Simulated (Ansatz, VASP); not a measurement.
Te: VASP beside Ansatz

```
CELL_PARAMETERS angstrom
4.13447 0.00000 0.00000
-2.06724 3.58056 0.00000
0.00000 0.00000 6.88895
ATOMIC_POSITIONS crystal
Te 0.00000 0.00000 0.80256
Te 0.00000 0.00000 0.19744
Te 0.33333 0.66667 0.61461
Te 0.66667 0.33333 0.38539
```

Alike in both runs: task single point; functional PBE; k mesh 6 × 6 × 4; occupations gaussian, width 0.1 eV; no spin polarisation.

|  | VASP | Ansatz |
| --- | --- | --- |
| version | VASP 6.6.1 | Ansatz 0.2.0 |
| potentials or method | VASP PAW PBE potentials, release 64 (Te), cutoff 520 eV | scalar-relativistic, plane waves, PAW |
| valence electrons in the cell | 24 | 64 |

VASP gave:

* gap on the k mesh at the Fermi level (eV): none
* rms of the force components (eV/Å): 1.063

Q: Estimate Ansatz's values.

A: gap on the k mesh at the Fermi level (eV): none; rms of the force components (eV/Å): 1.050.

Atom by atom the forces differ by 0.013 eV/Å (rms over components). A gap of «none» marks a metal or a gap that the smearing closes. VASP's potentials hold 24 valence electrons a cell and Ansatz's 64, so a difference there can come from the potentials and not from the codes.

Spin-orbit coupling is off throughout.
